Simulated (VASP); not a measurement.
## Ti: single point with PBE

The system is Ti.

```
Ti
1.0
     7.40364    0.02425   -0.11565
     0.02425    7.25849   -0.37642
    -0.11565   -0.37642    7.42211
Ti
22
Direct
  0.61515 0.99591 0.18098
  0.68365 0.84861 0.58313
  0.35049 0.48371 0.83999
  0.67320 0.31400 0.87418
  0.96972 0.83188 0.33224
  0.08076 0.88048 0.66512
  0.21462 0.53506 0.18085
  0.97410 0.49863 0.48815
  0.04402 0.85941 0.99264
  0.42999 0.76565 0.88384
  0.33068 0.63946 0.52722
  0.81269 0.61302 0.80280
  0.41806 0.16250 0.66316
  0.83235 0.21152 0.54107
  0.18132 0.18392 0.41562
  0.04087 0.28065 0.80812
  0.58101 0.60947 0.17526
  0.31160 0.17563 0.03015
  0.78563 0.99088 0.86979
  0.57542 0.37274 0.41599
  0.90721 0.23214 0.19679
  0.31814 0.88267 0.23108
```

| Property | Result |
| --- | --- |
| Program | VASP 6.6.1 |
| Task | single point |
| Functional | PBE |
| Potentials or basis | VASP PAW PBE potentials, release 64 (Ti_sv) |
| Cutoff | 400 eV |
| k mesh | 1 × 1 × 1, shifted |
| Occupations | fermi-dirac, width 0.181 eV |
| Spin | no spin polarisation |

```yaml
Pressure: 1.5 GPa
Largest_force: 3.351 eV/Å
```

Forces in eV/Å, atoms in the order of the input:
```
Ti   0.955  0.619  1.019
Ti  -0.855 -0.272 -2.413
Ti  -1.192 -0.918 -0.121
Ti  -0.732 -0.103  0.772
Ti  -0.828 -0.012 -0.268
Ti   0.447  0.457 -0.343
Ti  -0.872 -0.643  0.044
Ti   0.452  1.189 -0.220
Ti   1.341 -0.176  1.172
Ti   1.049  3.178  0.157
Ti   0.473  0.044 -1.233
Ti  -0.790 -0.456  0.515
Ti   0.040 -1.531 -0.108
Ti  -0.280 -2.265  0.398
Ti  -0.073  0.645  0.149
Ti   0.666  0.068  0.662
Ti   1.265 -0.168  0.028
Ti   0.207  0.012 -0.203
Ti  -0.711  0.683  0.274
Ti  -0.629 -0.052 -0.078
Ti   0.217  0.311 -1.377
Ti  -0.150 -0.610  1.174
```

Stress tensor (GPa, compression positive):
```
 0.73  0.60  0.66
 0.60  1.20 -0.58
 0.66 -0.58  2.61
```

Levels at points of the mesh, in eV from the Fermi level:
```tsv
k point	band 129	band 130	band 131	band 132	band 133	band 134	band 135	band 136
(0.25, 0.25, 0.25)	-0.21	-0.12	-0.07	-0.01	0.03	0.09	0.14	0.18
```

It took 2.3 min on 1 thread of AMD EPYC 9R45 (Zen 5), with other jobs on the host, peak memory 0.3 GiB.

Caveat: the atoms stand as in a frame of molecular dynamics.
